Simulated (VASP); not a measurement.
Input of a VASP 6.6.1 run:

The input INCAR:

```
  ALGO = Normal
  EDIFF = 1E-6
  ENCUT = 750
  GGA = PE
  GGA_COMPAT = F
  ISIF = 2
  ISMEAR = 0
  LASPH = T
  LCHARG = T
  LELF = T
  LREAL = F
  LVHAR = T
  LWAVE = F
  NBANDS = 26
  NELM = 120
  PREC = Accurate
  SIGMA = 0.15
```

KPOINTS

```
k-points
0
Gamma
  4 4 2
```

POSCAR

```
LiTaBe2N3
1.0
    3.3446801387      0.0000000000      0.0000000000
   -1.6723400694      2.8965779677      0.0000000000
    0.0000000000      0.0000000000      7.1325633185
Li Ta Be N
1 1 2 3
Direct
    0.0000000000      0.0000000000      0.5693173695
    0.0000000000      0.0000000000     -0.0649425334
    0.3333333333      0.6666666667      0.2062106659
    0.6666666667      0.3333333333      0.2062106659
    0.3333333333      0.6666666667      0.7693951122
    0.6666666667      0.3333333333      0.7693951122
    0.0000000000      0.0000000000      0.2854296577
```

Potentials or basis: VASP PAW PBE potentials, release 64 (Li_sv, Ta_pv, Be, N).

Command:

```bash
$ cat potpaw_PBE.64/Li_sv/POTCAR potpaw_PBE.64/Ta_pv/POTCAR potpaw_PBE.64/Be/POTCAR potpaw_PBE.64/N/POTCAR > POTCAR
$ mpirun -np 1 vasp_std > vasp.out
```

(1) Estimate the largest force.

(2) Predict the pressure.

Answers

(1) 0.073 eV/Å.

(2) -0.3 GPa.

Caveat: the k points lie up to 0.54 Å⁻¹ apart, too coarse for converged energies and pressures of a metal.
